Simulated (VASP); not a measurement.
# BaS (Fm-3m) in VASP: settings compared

The runs below take BaS through relaxation of cell and atoms, single point, with PBE, r2SCAN, HSE06.

All numbers are computed with VASP 6.6.1; they aren't measurements. Logs are shortened: lines on timing, memory, paths and dates and some standing lists are left out, and cuts for length are marked.

## Step 1: The cell of the first run

The structure is cubic, space group Fm-3m (No. 225). Conventional cell: a = 6.523 Å, b = 6.523 Å, c = 6.523 Å, α = 90.00°, β = 90.00°, γ = 90.00°. Within 4.3 Å of Ba (site symmetry m-3m) lie 6 S at 3.26 Å. S (site symmetry m-3m) has 6 Ba at 3.26 Å within 4.3 Å.

## Step 2: Relaxation of cell and atoms, PBE

INCAR reads:

```
SYSTEM = BaS
PREC = Accurate
ENCUT = 600
EDIFF = 1E-6
ISMEAR = -1
SIGMA = 0.02
LREAL = .False.
LASPH = .True.
NELM = 60
ALGO = Normal
ISIF = 3
LWAVE = .False.
LCHARG = .False.
GGA = PE
IBRION = 2
NSW = 80
EDIFFG = -0.005
```

KPOINTS reads:

```
regular mesh
0
Gamma
  6 6 6
  0 0 0
```

POSCAR reads:

```
BaS
1.0
    0.0000000000      3.2612530000      3.2612530000
    3.2612530000      0.0000000000      3.2612530000
    3.2612530000      3.2612530000      0.0000000000
Ba S
1 1
Direct
    0.0000000000      0.0000000000      0.0000000000
    0.5000000000      0.5000000000      0.5000000000
```

Potentials or basis: VASP PAW PBE potentials, release 64 (Ba_sv, S).

Command:

```sh
cat potpaw_PBE.64/Ba_sv/POTCAR potpaw_PBE.64/S/POTCAR > POTCAR
mpirun -np 1 vasp_std > vasp.out
```

OUTCAR:

```text
SYSTEM = BaS
   PREC = Accurate
   ENCUT = 600
   EDIFF = 1E-6
   ISMEAR = -1
   LREAL = .False.
   LASPH = .True.
   NELM = 60
   ISIF = 3
   GGA = PE
   IBRION = 2
   NSW = 80
   EDIFFG = -0.005

 ion  position               nearest neighbor table
   1  0.000  0.000  0.000-   2 3.26   2 3.26   2 3.26   2 3.26   2 3.26   2 3.26
   2  0.500  0.500  0.500-   1 3.26   1 3.26   1 3.26   1 3.26   1 3.26   1 3.26

  LATTYP: Found a face centered cubic cell.
 ALAT       =     6.5225060000

  Lattice vectors:

 A1 = (   0.0000000000,   3.2612530000,   3.2612530000)
 A2 = (   3.2612530000,   0.0000000000,   3.2612530000)
 A3 = (   3.2612530000,   3.2612530000,   0.0000000000)

Analysis of symmetry for initial positions (statically):
=====================================================================
 Subroutine PRICEL returns:
 Original cell was already a primitive cell.

 Routine SETGRP: Setting up the symmetry group for a
 face centered cubic supercell.

 Subroutine GETGRP returns: Found 48 space group operations
 (whereof 48 operations were pure point group operations)
 out of a pool of 48 trial point group operations.

The static configuration has the point symmetry O_h .

Analysis of symmetry for dynamics (positions and initial velocities):
=====================================================================
 Subroutine PRICEL returns:
 Original cell was already a primitive cell.

 Routine SETGRP: Setting up the symmetry group for a
 face centered cubic supercell.

 Subroutine GETGRP returns: Found 48 space group operations
 (whereof 48 operations were pure point group operations)
 out of a pool of 48 trial point group operations.

The dynamic configuration has the point symmetry O_h .

 Subroutine INISYM returns: Found 48 space group operations
 (whereof 48 operations are pure point group operations),
 and found     1 'primitive' translations

----------------------------------------------------------------------------------------

                                     Primitive cell

  volume of cell :      69.3719

  direct lattice vectors                    reciprocal lattice vectors
     0.000000000  3.261253000  3.261253000    -0.153315305  0.153315305  0.153315305
     3.261253000  0.000000000  3.261253000     0.153315305 -0.153315305  0.153315305
     3.261253000  3.261253000  0.000000000     0.153315305  0.153315305 -0.153315305

  length of vectors
     4.612108223  4.612108223  4.612108223     0.265549899  0.265549899  0.265549899

[... 64 lines left out ...]
   ICHARG =      2    charge: 1-file 2-atom 10-const
   ISPIN  =      1    spin polarized calculation?
   LNONCOLLINEAR =      F non collinear calculations
   LSORBIT =      F    spin-orbit coupling
   LASPH  =      T    aspherical Exc in radial PAW
   ENCUT  =  600.0 eV  44.10 Ry    6.64 a.u.   9.21  9.21  9.21*2*pi/ulx,y,z
   NELM   =     60;   NELMIN=  2; NELMDL= -5     # of ELM steps
   EDIFF  = 0.1E-05   stopping-criterion for ELM
   LREAL  =      F    real-space projection
   EDIFFG = -.5E-02   stopping-criterion for IOM
   NSW    =     80    number of steps for IOM
   IBRION =      2    ionic relax: 0-MD 1-quasi-New 2-CG
   NFREE  =      1    steps in history (QN), initial steepest desc. (CG)
   ISIF   =      3    stress and relaxation
   ISYM   =      2    0-nonsym 1-usesym 2-fastsym
   POTIM  = 0.5000    time-step for ionic-motion
   TEBEG  =    0.0;   TEEND  =   0.0 temperature during run
   PSTRESS=    0.0 pullay stress
   NELECT =      16.0000    total number of electrons
   NUPDOWN=      -1.0000    fix difference up-down
   EMIN   =  10.00;   EMAX   =-10.00  energy-range for DOS
   EFERMI =   0.00;   METHOD = LEGACY
   ISMEAR =    -1;   SIGMA  =   0.02  broadening in eV -4-tet -1-fermi 0-gaus
   EFERMI_NEDOS =   21; number of points for ismear=-14 and -15
   IALGO  =     38    algorithm
   IMIX   =      4    mixing-type and parameters
     AMIX     =   0.40;   BMIX     =  1.00
     AMIX_MAG =   1.60;   BMIX_MAG =  1.00
  volume/ion in A,a.u.               =      34.69       234.07
  Fermi-wavevector in a.u.,A,eV,Ry     =   1.003969  1.897226 13.714045  1.007954
  Thomas-Fermi vector in A             =   2.136555
   LORBIT       =      0    0 simple, 1 ext, 2 COOP (PROOUT), +10 PAW based schemes
   GGA     = PE    functional components
   LHFCALC =     F    Hartree Fock is set to
   AEXX    =    0.0000 exact exchange contribution
   IVDW    =     0    specifies the selected vdW correction
   LEPSILON=     F    determine dielectric tensor
   LRPA    =     F    only Hartree local field effects (RPA)
 conjugate gradient relaxation of ions
 non-spin polarized calculation
  energy-cutoff  :      600.00
  volume of cell :       69.37
 maximum number of plane-waves:      2332
 NGX is ok and might be reduce to    40
   NGX = 19   NGY = 19   NGZ = 19

--------------------------------------- Ionic step        1  -------------------------------------------

 number of electron      16.0000001 magnetization

 Free energy of the ion-electron system (eV)
  ---------------------------------------------------
  ext. energy  EPLUGINS =         0.00000000
  ---------------------------------------------------
  free energy    TOTEN  =       -10.18686456 eV

  energy without entropy =      -10.18686456  energy(sigma->0) =      -10.18686456

------------------------ aborting loop because EDIFF is reached ----------------------------------------

  FORCE on cell =-STRESS in cart. coord.  units (eV):
  Direction    XX          YY          ZZ          XY          YZ          ZX
  --------------------------------------------------------------------------------------
  -------------------------------------------------------------------------------------
  Total       -0.5070465     -0.5070465     -0.5070465     -0.0000000      0.0000000      0.0000000
  in kB      -11.7104866    -11.7104866    -11.7104866     -0.0000000      0.0000000      0.0000000
  external PRESSURE =     -11.7104866 kB  Pullay stress =       0.0000000 kB
[... 59 lines left out ...]
--------------------------------------- Ionic step        3  -------------------------------------------

 number of electron      16.0000000 magnetization

 Free energy of the ion-electron system (eV)
  ---------------------------------------------------
  ext. energy  EPLUGINS =         0.00000000
  ---------------------------------------------------
  free energy    TOTEN  =       -10.19463999 eV

  energy without entropy =      -10.19463999  energy(sigma->0) =      -10.19463999

 E-fermi :   1.6892     XC(G=0):  -8.4917

 val. band max:        1.2890270506   @ k =   0.0000   0.0000   0.0000
 cond. band min:       3.4478715172   @ k =   0.5000   0.5000   0.0000
 fundamental gap:      2.1588444666
 Fermi energy:         1.6892391792

 k-point     1 :       0.0000    0.0000    0.0000
  band No.  band energies     occupation
      1     -24.8899      2.00000
      2      -9.9499      2.00000
      3      -9.9499      2.00000
      4      -9.9499      2.00000
      5      -9.0218      2.00000
      6       1.2890      2.00000
      7       1.2890      2.00000
      8       1.2890      2.00000
      9       4.7331      0.00000
     10       5.1508      0.00000
     11       5.1508      0.00000
     12       5.1508      0.00000
[... 252 lines left out ...]
  FREE ENERGIE OF THE ION-ELECTRON SYSTEM (eV)
  ---------------------------------------------------
  free  energy   TOTEN  =       -10.1946399872 eV

  energy  without entropy=      -10.1946399872  energy(sigma->0) =      -10.19463999

 reached required accuracy - stopping structural energy minimisation
```

OSZICAR:

```text
N       E                     dE             d eps       ncg     rms          rms(c)
DAV:   1     0.101931486486E+03    0.10193E+03   -0.75336E+03   384   0.128E+03
DAV:   2    -0.484855524873E+01   -0.10678E+03   -0.98716E+02   528   0.213E+02
DAV:   3    -0.105581685423E+02   -0.57096E+01   -0.56735E+01   496   0.556E+01
[... 24 lines left out ...]
DAV:   3    -0.101946412305E+02    0.67159E-03   -0.20441E-03   552   0.324E-01    0.701E-02
DAV:   4    -0.101946367842E+02    0.44463E-05   -0.75106E-05   576   0.661E-02    0.421E-02
DAV:   5    -0.101946413617E+02   -0.45775E-05   -0.30195E-05   600   0.390E-02    0.187E-02
DAV:   6    -0.101946399962E+02    0.13655E-05   -0.18602E-06   472   0.117E-02    0.117E-03
DAV:   7    -0.101946399872E+02    0.90403E-08   -0.18197E-07   216   0.332E-03
   3 F= -.10194640E+02 E0= -.10194640E+02  d E =-.777543E-02
```

It took 86 s on 1 thread of AMD EPYC 7R13, shared host; peak memory 0.21 GiB.

Results:

```
Free energy                            : -10.1946 eV
Relaxed volume                         : 33.65 Å³/atom
Relaxed cell                           : a = 4.566 Å, b = 4.566 Å, c = 4.566 Å, α = 60.00°, β = 60.00°, γ = 60.00°
Space group after relaxing (to 0.05 Å) : Fm-3m (No. 225)
Energy gained by relaxing              : 3.9 meV/atom
Ionic steps                            : 3
Pressure after relaxing                : 0.0 GPa
Band gap on the k mesh                 : 2.16 eV, indirect (least direct gap 2.31 eV)
```

The path:
```
step  energy change (eV)  largest force (eV/Å)  pressure (GPa)  volume (Å³)
   1              0.0000                0.0000           -1.17        69.37
   2             -0.0074                0.0000            0.28        66.86
   3             -0.0078                0.0000            0.00        67.30
```

Final structure:
```cif
data_structure
_symmetry_space_group_name_H-M 'P 1'
_symmetry_Int_Tables_number 1
_cell_length_a 4.5657
_cell_length_b 4.5657
_cell_length_c 4.5657
_cell_angle_alpha 60.000
_cell_angle_beta 60.000
_cell_angle_gamma 60.000
_cell_volume 67.30
loop_
_atom_site_label
_atom_site_type_symbol
_atom_site_fract_x
_atom_site_fract_y
_atom_site_fract_z
_atom_site_occupancy
Ba1 Ba 0.00000 0.00000 0.00000 1
S1 S 0.50000 0.50000 0.50000 1
```

Levels at points of the mesh, in eV from the valence-band top:
```tsv
k point	band 5	band 6	band 7	band 8	band 9	band 10	band 11	band 12
(0.00, 0.00, 0.00)	-10.31	0.00	0.00	0.00	3.44	3.86	3.86	3.86
(0.50, 0.00, 0.00)	-9.21	-1.87	-1.03	-1.03	5.43	5.59	6.18	6.18
(0.50, 0.50, 0.00)	-10.22	-0.56	-0.15	-0.15	2.16	5.83	5.85	7.32
```

Caveat: spin-orbit coupling is left out, which moves the levels of the heavy elements. Expect the measured gap to be larger: semilocal functionals such as PBE lack the derivative discontinuity.

(Continued in part 2 of 2.)
